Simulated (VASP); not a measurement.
A run of VASP 6.6.1 is set up as follows.

The input INCAR:

```
PREC = Accurate ; ENCUT = 520
EDIFF = 1E-6 ; ISMEAR = 0
SIGMA = 0.02 ; LREAL = F
LASPH = T ; NELM = 100
ALGO = Normal ; ISIF = 2
LWAVE = F ; LCHARG = F
GGA = PE ; NBANDS = 16
```

File KPOINTS:

```
Automatic mesh
0
Gamma
  10 10 10
```

The input POSCAR:

```
CdSe
1.0
    0.0000000000      3.1290940427      3.1290940427
    3.1290940427      0.0000000000      3.1290940427
    3.1290940427      3.1290940427      0.0000000000
Cd Se
1 1
Direct
    0.0000000000      0.0000000000      0.0000000000
    0.7500000000      0.7500000000      0.7500000000
```

Potentials or basis: VASP PAW PBE potentials, release 64 (Cd, Se).

Run with:

```bash
$ cat potpaw_PBE.64/Cd/POTCAR potpaw_PBE.64/Se/POTCAR > POTCAR
$ mpirun -np 1 vasp_std > vasp.out
```

Task: Estimate the pressure.

Result: -1.0 GPa.

Task: Estimate the band gap on the k mesh.

Result: 0.43 eV.
